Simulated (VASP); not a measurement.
# In (Fmmm) in VASP: further runs

In is run at these levels: PBE; tasks: single point.

Everything below comes from runs of VASP 6.6.1. Logs are shortened: lines on timing, memory, paths and dates and some standing lists are left out, and cuts for length are marked.

### Step 1. The cell of the first run

It takes space group Fmmm (No. 69, orthorhombic). The conventional cell has a = 3.765 Å, b = 5.125 Å, c = 5.524 Å, α = 90.00°, β = 90.00°, γ = 90.00°. In (site symmetry mmm) has 14 In at 3.18 to 3.77 Å within 4.2 Å.

### Step 2. Single point, PBE (strain +0.0750 x Voigt [0, 0, 0, 0, 0, 1])

File INCAR:

```
SYSTEM = In
ALGO = Fast
EDIFF = 1E-6
ENCUT = 520
GGA = PE
ISIF = 2
ISMEAR = 0
LASPH = .True.
LCHARG = .True.
LELF = .True.
LREAL = .False.
LVHAR = .True.
LWAVE = .False.
NBANDS = 12
NELM = 100
PREC = Accurate
SIGMA = 0.15
```

File KPOINTS:

```
k-points
0
Gamma
  18 18 18
  0 0 0
```

File POSCAR:

```
In
1.0
   -1.8119305435      1.8119305435      1.8825252400
    1.8119305435     -1.8119305435      1.8825252400
    1.9531199365      1.9531199365     -1.8825252400
In
1
Direct
    0.0000000000      0.0000000000      0.0000000000
```

Potentials or basis: VASP PAW PBE potentials, release 64 (In_d).

The run is started by

```
$ cat potpaw_PBE.64/In_d/POTCAR > POTCAR
$ mpirun -np 1 vasp_std > vasp.out
```

OUTCAR:

```text
SYSTEM = In
   EDIFF = 1E-6
   ENCUT = 520
   GGA = PE
   ISIF = 2
   ISMEAR = 0
   LASPH = .True.
   LREAL = .False.
   NELM = 100
   PREC = Accurate

 ion  position               nearest neighbor table
   1  0.000  0.000  0.000-

  LATTYP: Found a face centered orthorhombic cell.
 ALAT       =     3.7650504800
 B/A-ratio  =     1.3611805538
 C/A-ratio  =     1.4672465710

  Lattice vectors:

 A1 = (   3.7650504800,   0.1411893930,   0.0000000000)
 A2 = (   1.9531199365,   1.9531199365,   1.8825252400)
 A3 = (   1.8119305435,  -1.8119305435,   1.8825252400)

Analysis of symmetry for initial positions (statically):
=====================================================================
 Subroutine PRICEL returns:
 Original cell was already a primitive cell.

 Routine SETGRP: Setting up the symmetry group for a
 face centered orthorhombic supercell.

 Subroutine GETGRP returns: Found  8 space group operations
 (whereof  8 operations were pure point group operations)
 out of a pool of  8 trial point group operations.

The static configuration has the point symmetry D_2h.

Analysis of symmetry for dynamics (positions and initial velocities):
=====================================================================
 Subroutine PRICEL returns:
 Original cell was already a primitive cell.

 Routine SETGRP: Setting up the symmetry group for a
 face centered orthorhombic supercell.

 Subroutine GETGRP returns: Found  8 space group operations
 (whereof  8 operations were pure point group operations)
 out of a pool of  8 trial point group operations.

The dynamic configuration has the point symmetry D_2h.

 Subroutine INISYM returns: Found  8 space group operations
 (whereof  8 operations are pure point group operations),
 and found     1 'primitive' translations

----------------------------------------------------------------------------------------

                                     Primitive cell

  volume of cell :      26.6484

  direct lattice vectors                    reciprocal lattice vectors
    -1.811930543  1.811930543  1.882525240    -0.009974052  0.265974716  0.265600689
     1.811930543 -1.811930543  1.882525240     0.265974716 -0.009974052  0.265600689
     1.953119937  1.953119937 -1.882525240     0.256000664  0.256000664  0.000000000

  length of vectors
     3.179636122  3.179636122  3.342642106     0.376012974  0.376012974  0.362039611

  position of ions in fractional coordinates (direct lattice)
     0.000000000  0.000000000  0.000000000

[... 83 lines left out ...]
   POTIM  = 0.5000    time-step for ionic-motion
   TEBEG  =    0.0;   TEEND  =   0.0 temperature during run
   PSTRESS=    0.0 pullay stress
   NELECT =      13.0000    total number of electrons
   NUPDOWN=      -1.0000    fix difference up-down
   EMIN   =  10.00;   EMAX   =-10.00  energy-range for DOS
   EFERMI =   0.00;   METHOD = LEGACY
   ISMEAR =     0;   SIGMA  =   0.15  broadening in eV -4-tet -1-fermi 0-gaus
   EFERMI_NEDOS =   21; number of points for ismear=-14 and -15
   IALGO  =     68    algorithm
   IMIX   =      4    mixing-type and parameters
     AMIX     =   0.40;   BMIX     =  1.00
     AMIX_MAG =   1.60;   BMIX_MAG =  1.00
  volume/ion in A,a.u.               =      26.65       179.83
  Fermi-wavevector in a.u.,A,eV,Ry     =   1.288741  2.435367 22.597270  1.660852
  Thomas-Fermi vector in A             =   2.420676
   LORBIT       =      0    0 simple, 1 ext, 2 COOP (PROOUT), +10 PAW based schemes
   GGA     = PE    functional components
   LHFCALC =     F    Hartree Fock is set to
   AEXX    =    0.0000 exact exchange contribution
   IVDW    =     0    specifies the selected vdW correction
   LEPSILON=     F    determine dielectric tensor
   LRPA    =     F    only Hartree local field effects (RPA)
 non-spin polarized calculation
 RMM-DIIS sequential band-by-band and
 Gauss-broadening in eV      SIGMA  =   0.15
  energy-cutoff  :      520.00
  volume of cell :       26.65
 maximum number of plane-waves:       740
   NGX = 11   NGY = 11   NGZ = 13

 number of electron      13.0000004 magnetization

 Free energy of the ion-electron system (eV)
  ---------------------------------------------------
  ext. energy  EPLUGINS =         0.00000000
  ---------------------------------------------------
  free energy    TOTEN  =        -2.54180502 eV

  energy without entropy =       -2.53686068  energy(sigma->0) =       -2.53933285

 E-fermi :   7.3348     XC(G=0): -10.1652

 val. band max:        7.3338921415   @ k =  -0.2222   0.4444   0.1111
 cond. band min:       7.3400249505   @ k =  -0.2778  -0.3333   0.1111
 fundamental gap:      0.0061328089
 Fermi energy:         7.3348140951

 k-point     1 :       0.0000    0.0000    0.0000
  band No.  band energies     occupation
      1      -7.4222      2.00000
      2      -7.3596      2.00000
      3      -7.2859      2.00000
      4      -7.0809      2.00000
      5      -7.0731      2.00000
      6      -2.1006      2.00000
      7      17.1951      0.00000
      8      18.2504      0.00000
      9      18.6577      0.00000
     10      20.0968      0.00000
     11      20.2963      0.00000
     12      21.0907      0.00000
[... 331 lines left out ...]
 k-point    24 :      -0.2222    0.0556    0.0000
  band No.  band energies     occupation
      1      -7.3996      2.00000
      2      -7.3087      2.00000
      3      -7.2118      2.00000
      4      -7.1151      2.00000
      5      -7.0858      2.00000
      6      -1.1521      2.00000
      7      12.8330      0.00000
      8      15.3151      0.00000
      9      16.5865      0.00000
     10      17.8422      0.00000
     11      19.5954      0.00000
     12      20.5067      0.00000

 [... further k-points ...]

------------------------ aborting loop because EDIFF is reached ----------------------------------------

  FORCE on cell =-STRESS in cart. coord.  units (eV):
  Direction    XX          YY          ZZ          XY          YZ          ZX
  --------------------------------------------------------------------------------------
  -------------------------------------------------------------------------------------
  Total        0.2464570      0.2464570      0.2767255     -0.1536234      0.0000000      0.0000000
  in kB       14.8176912     14.8176912     16.6375146     -9.2362743      0.0000000      0.0000000
  external PRESSURE =      15.4242990 kB  Pullay stress =       0.0000000 kB

 VOLUME and BASIS-vectors are now :
 -----------------------------------------------------------------------------
  energy-cutoff  :      520.00
  volume of cell :       26.65
      direct lattice vectors                 reciprocal lattice vectors
    -1.811930543  1.811930543  1.882525240    -0.009974052  0.265974716  0.265600689
     1.811930543 -1.811930543  1.882525240     0.265974716 -0.009974052  0.265600689
     1.953119937  1.953119937 -1.882525240     0.256000664  0.256000664  0.000000000

 POSITION                                       TOTAL-FORCE (eV/Angst)
 -----------------------------------------------------------------------------------
      0.00000      0.00000      0.00000         0.000000      0.000000      0.000000
 -----------------------------------------------------------------------------------
    total drift:                               -0.000000     -0.000000      0.000000

  FREE ENERGIE OF THE ION-ELECTRON SYSTEM (eV)
  ---------------------------------------------------
  free  energy   TOTEN  =        -2.5418050246 eV

  energy  without entropy=       -2.5368606798  energy(sigma->0) =       -2.53933285
```

Run time: 2.7 min. Hardware: 1 thread of Intel Xeon Platinum 8259CL at 2.50GHz (Skylake/Cascade Lake), shared host; peak memory 0.36 GiB.

Results:

```yaml
Free_energy: -2.5418 eV
Pressure: 1.5 GPa
Band_gap_on_the_k_mesh: zero (an odd number of electrons rules out a gap without spin polarisation)
```

Levels at points of the mesh, in eV from the Fermi level:
```
           k point  band 2  band 3  band 4  band 5  band 6  band 7  band 8  band 9  band 10  band 11
(0.00, 0.00, 0.00)  -14.69  -14.62  -14.42  -14.41   -9.44    9.86   10.92   11.32    12.76    12.96
(0.50, 0.00, 0.00)  -14.72  -14.43  -14.42  -14.25   -3.93   -3.13    5.51    7.65     9.23    10.88
(0.50, 0.50, 0.00)  -14.73  -14.46  -14.44  -14.21   -3.29   -2.89    5.26    7.00     9.51     9.68
(0.00, 0.00, 0.50)  -14.73  -14.41  -14.39  -14.29   -4.54   -3.33    6.39    7.53    10.33    10.55
(0.50, 0.50, 0.50)  -14.78  -14.35  -14.29  -14.23    0.92    0.99    1.23    1.58     5.23     5.27
```

Caveat: the cell differs from its parent crystal (strain +0.0750 x Voigt [0, 0, 0, 0, 0, 1]); spin-orbit coupling is left out, which moves the levels of the heavy elements.

[end of part 1 of 2]
